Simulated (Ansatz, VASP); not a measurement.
# One calculation of HfN, two programs

```
CELL_PARAMETERS angstrom
0.00000 2.25900 2.21382
2.25900 0.00000 2.21382
2.25900 2.25900 0.00000
ATOMIC_POSITIONS crystal
Hf 0.00000 0.00000 0.00000
N 0.50000 0.50000 0.50000
```

Change from the starting cell: zz strain of -2 %.

Alike in both runs: task single point; functional PBEsol; k mesh 10 × 10 × 10; occupations fermi-dirac, width 0.01 eV; no spin polarisation.

```csv
,VASP,Ansatz
version,VASP 6.6.1,Ansatz 0.2.0
potentials or method,"VASP PAW PBE potentials, release 64 (Hf_pv, N), cutoff 600 eV","all-electron LAPW, scalar-relativistic"
```

|  | VASP | Ansatz | Ansatz less VASP |
| --- | --- | --- | --- |
| pressure (GPa) | 0.7 | 3.0 | +2.34 |
| traceless stress, the component that is largest in VASP (GPa) | 6.24 | 6.53 | +0.290 |

VASP's potentials were made for PBE, not for PBEsol. Ansatz ran all-electron here, and VASP with PAW potentials.

Neither program's run includes spin-orbit coupling.
